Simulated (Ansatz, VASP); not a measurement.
## Two plane-wave programs on EuI3

File INCAR:

```
SYSTEM = EuI3
ALGO = Normal
EDIFF = 1E-6
ENCUT = 520
GGA = PE
ISIF = 2
ISMEAR = -1
ISPIN = 2
LASPH = .TRUE.
LCHARG = .FALSE.
LMAXMIX = 6
LORBIT = 11
LREAL = .FALSE.
LWAVE = .FALSE.
MAGMOM = 7 0 0 0
NBANDS = 31
NELM = 150
PREC = Accurate
SIGMA = 0.05
```

The input KPOINTS:

```
k-points
0
G
  6 6 6
  0 0 0
```

File POSCAR:

```
EuI3
1.0
    0.0000000000      3.7705732434      3.7705732434
    3.7705732434      0.0000000000      3.7705732434
    3.7705732434      3.7705732434      0.0000000000
Eu I
1 3
Direct
    0.0000000000      0.0000000000      0.0000000000
    0.5000000000      0.5000000000      0.5000000000
    0.2500000000      0.2500000000      0.2500000000
    0.7500000000      0.7500000000      0.7500000000
```

The input input.yaml:

```yaml
crystal:
  lattice:
    - [0.0, 3.7705732434, 3.7705732434]
    - [3.7705732434, 0.0, 3.7705732434]
    - [3.7705732434, 3.7705732434, 0.0]
  atoms:
    - { symbol: Eu, position: [0.0, 0.0, 0.0], spin: 7.0 }
    - { symbol: I, position: [0.5, 0.5, 0.5] }
    - { symbol: I, position: [0.25, 0.25, 0.25] }
    - { symbol: I, position: [0.75, 0.75, 0.75] }
hamiltonian:
  xc: pbe
  pseudopotentials: { kind: paw }
magnetization:
  spin_polarized: true
kpoints:
  mp_grid: { grid: [6, 6, 6] }
scf:
  occupations: { method: fermi_dirac, width: 0.05 }
output:
  forces: true
  stress: true
  eigenvalues: true
```

Alike in both runs: task single point; functional PBE; k mesh 6 × 6 × 6; occupations fermi-dirac, width 0.05 eV; collinear spin.

|  | VASP | Ansatz |
| --- | --- | --- |
| version | VASP 6.6.1 | Ansatz 0.2.0 |
| potentials or method | VASP PAW PBE potentials, release 64 (Eu, I) | Ansatz PAW |
| plane-wave cutoff (eV) | 520 | 420 |
| valence electrons in the cell | 38 | 68 |

Ansatz gave:

| Item | Value |
| --- | --- |
| gap on the k mesh at the Fermi level (eV) | none |
| pressure (GPa) | 15.2 |
| net moment per atom (μB) | 1.54 |
| size of the moment on the site where the two differ most (μB) | 6.63 |

Q: Which values does VASP return?

A: gap on the k mesh at the Fermi level (eV): none; pressure (GPa): 15.1; net moment per atom (μB): 1.54; size of the moment on the site where the two differ most (μB): 6.43.

Site moments also hang on the region over which each program counts them. A gap of «none» marks a metal or a gap that the smearing closes. VASP's potentials hold 38 valence electrons a cell and Ansatz's 68, so a difference there can come from the potentials and not from the codes.

Spin-orbit coupling is off throughout.
